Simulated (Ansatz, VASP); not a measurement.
GdO in VASP and in Ansatz

INCAR

```
ALGO = Normal ; EDIFF = 1E-6
ENCUT = 520 ; GGA = CA
ISIF = 2 ; ISMEAR = -1
ISPIN = 2 ; LASPH = True
LCHARG = False ; LDAU = True
LDAUJ = 0 0 ; LDAUL = 3 -1
LDAUPRINT = 1 ; LDAUTYPE = 2
LDAUU = 6 0 ; LMAXMIX = 6
LORBIT = 11 ; LREAL = False
LWAVE = False ; MAGMOM = 7 0
NBANDS = 23 ; NELM = 150
PREC = Accurate ; SIGMA = 0.05
```

The input KPOINTS:

```
k-points
0
Gamma
  10 10 9
```

POSCAR

```
GdO
1.0
    3.1132995800      0.0000000000      0.0000000000
   -1.5566497900      2.6961965200      0.0000000000
    0.0000000000      0.0000000000      3.0384261400
Gd O
1 1
Direct
    0.0000000000      0.0000000000      0.0000000000
    0.6666666667      0.3333333333      0.5000000000
```

File input.yaml:

```yaml
crystal:
  lattice:
    - [3.11329958, 0.0, 0.0]
    - [-1.55664979, 2.69619652, 0.0]
    - [0.0, 0.0, 3.03842614]
  atoms:
    - { symbol: Gd, position: [0.0, 0.0, 0.0], spin: 7.0 }
    - { symbol: O, position: [0.6666666667, 0.3333333333, 0.5] }
hamiltonian:
  xc: lda
  pseudopotentials: { kind: paw }
  hubbard: { sites: [{ species: Gd, l: f, u_eff: 6.0 }] }
magnetization:
  spin_polarized: true
kpoints:
  mp_grid: { grid: [10, 10, 9] }
  band_path:
    path:
      - [[0.0, 0.0, 0.0], [0.5, 0.0, 0.0], [0.3333333333, 0.3333333333, 0.0], [0.0, 0.0, 0.0], [0.0, 0.0, 0.5], [0.5, 0.0, 0.5], [0.3333333333, 0.3333333333, 0.5], [0.0, 0.0, 0.5]]
      - [[0.5, 0.0, 0.5], [0.5, 0.0, 0.0]]
      - [[0.3333333333, 0.3333333333, 0.0], [0.3333333333, 0.3333333333, 0.5]]
    npoints: 14
scf:
  occupations: { method: fermi_dirac, width: 0.05 }
  n_extra_bands: 6
output:
  forces: true
  stress: true
  eigenvalues: true
  fatbands: false
```

Alike in both runs: functional LDA; k mesh 10 × 10 × 9; occupations fermi-dirac, width 0.05 eV; collinear spin; Hubbard terms Gd f U = 6.0 eV.

```csv
,VASP,Ansatz
version,VASP 6.6.1,Ansatz 0.2.0
potentials or method,"VASP PAW PBE potentials, release 64 (Gd, O)",Ansatz PAW
plane-wave cutoff (eV),520,420
valence electrons in the cell,24,24
task,single point,band structure
```

|  | VASP | Ansatz | Ansatz less VASP |
| --- | --- | --- | --- |
| gap on the k mesh at the Fermi level (eV) | none | none | - |
| pressure (GPa) | 21.8 | 21.1 | -0.71 |
| traceless stress, the component that is largest in VASP (GPa) | -1.41 | -1.53 | -0.113 |
| net moment per atom (μB) | 3.72 | 3.74 | +0.018 |
| size of the moment on the site where the two differ most (μB) | 7.07 | 7.01 | -0.064 |

VASP's potentials were made for PBE, not for LDA. LDA's correlation is that of Perdew and Zunger in VASP and of Perdew and Wang (1992) in Ansatz. Site moments also hang on the region over which each program counts them. The programs project onto different local orbitals, so the same U acts differently, and such runs can settle in different states. A gap of «none» marks a metal or a gap that the smearing closes.

Spin-orbit coupling is off throughout. Noted on Ansatz's run: the magnetic or orbital state may not be the lowest.
